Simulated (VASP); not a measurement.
YN: single point with PBE

The system is YN.

```xyz
2
Lattice="0.0245 2.4534 2.4534 2.4779 0.0000 2.4779 2.4534 2.4534 0.0245" Properties=species:S:1:pos:R:3 pbc="T T T"
Y     2.4779    2.4534    2.4779
N     0.0000    0.0000    0.0000
```

```
Program             : VASP 6.6.1
Task                : single point
Functional          : PBE
Potentials or basis : VASP PAW PBE potentials, release 64 (Y_sv, N)
Cutoff              : 600 eV
k mesh              : 12 × 12 × 12
Occupations         : gaussian, width 0.05 eV
Spin                : no spin polarisation
```

```json
{
  "Pressure": "-0.3 GPa",
  "Band gap on the k mesh": "0.16 eV (least direct gap 0.55 eV)"
}
```

Stress tensor (GPa, compression positive):
```
-0.31  0.00 -2.48
 0.00 -0.37  0.00
-2.48  0.00 -0.31
```

Levels at points of the mesh, in eV from the valence-band top:
```csv
k point,band 5,band 6,band 7,band 8,band 9,band 10,band 11,band 12
"(0.00, 0.00, 0.00)",-12.93,-0.09,-0.05,0.00,2.96,3.06,3.21,4.03
"(0.50, 0.00, 0.00)",-11.21,-4.09,-2.36,-2.25,5.60,6.22,6.43,6.61
"(0.00, 0.50, 0.00)",-11.22,-4.10,-2.27,-2.16,5.53,6.15,6.31,6.64
"(0.50, 0.50, 0.00)",-12.49,-1.56,-0.44,-0.44,0.16,6.73,7.05,7.77
"(0.50, 0.00, 0.50)",-12.49,-1.56,-0.50,-0.38,0.16,6.74,7.07,7.76
```

Wall time 55 s on 1 thread of Intel(R) Xeon(R) 6975P-C (Granite Rapids), with other jobs on the host, peak memory 0.31 GiB.

A k mesh can miss the band edges.
